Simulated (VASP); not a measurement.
A run of VASP 6.6.1 is set up as follows.

Contents of INCAR:

```
SYSTEM = SbC
PREC = Accurate
ENCUT = 600
EDIFF = 1E-6
ISMEAR = 0
SIGMA = 0.1
LREAL = .FALSE.
LASPH = .TRUE.
NELM = 80
ALGO = Normal
ISIF = 3
LWAVE = .FALSE.
LCHARG = .FALSE.
GGA = PE
IBRION = 2
NSW = 90
EDIFFG = -0.04
```

KPOINTS

```
regular mesh
0
G
  6 6 6
  0 0 0
```

Contents of POSCAR:

```
SbC
1.0
    0.0000000000      2.9547543300      2.9547543300
    2.9547543300      0.0000000000      2.9547543300
    2.9547543300      2.9547543300      0.0000000000
Sb C
1 1
Direct
    0.0000000000      0.0000000000      0.0000000000
    0.5000000000      0.5000000000      0.5000000000
```

Potentials or basis: VASP PAW PBE potentials, release 64 (Sb, C).

Command:

```bash
$ cat potpaw_PBE.64/Sb/POTCAR potpaw_PBE.64/C/POTCAR > POTCAR
$ mpirun -np 1 vasp_std > vasp.out
```

(1) What does it give for the relaxed cell?

(2) Predict the space group after relaxing (to 0.05 Å).

Results:

(1) a = 3.454 Å, b = 3.454 Å, c = 3.454 Å, α = 60.00°, β = 60.00°, γ = 60.00°.

(2) Fm-3m (No. 225).
